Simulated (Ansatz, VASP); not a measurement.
Two plane-wave programs on Mg

```xyz
1
Lattice="-1.7812 1.7812 1.7812 1.7812 -1.7812 1.7812 1.7812 1.7812 -1.7812" Properties=species:S:1:pos:R:3 pbc="T T T"
Mg    0.0000    0.0000    0.0000
```

Alike in both runs: task single point; functional revPBE; k mesh 14 × 14 × 14; occupations fermi-dirac, width 0.1 eV; no spin polarisation.

|  | VASP | Ansatz |
| --- | --- | --- |
| version | VASP 6.6.1 | Ansatz 0.2.0 |
| potentials or method | VASP PAW PBE potentials, release 64 (Mg), cutoff 520 eV | plane waves (420 eV) with PAW, scalar-relativistic |
| valence electrons in the cell | 2 | 10 |

|  | VASP | Ansatz | Ansatz less VASP |
| --- | --- | --- | --- |
| pressure (GPa) | 1.3 | 1.5 | +0.19 |

VASP's potentials were made for PBE, not for revPBE. VASP's potentials hold 2 valence electrons a cell and Ansatz's 10, so a difference there can come from the potentials and not from the codes.
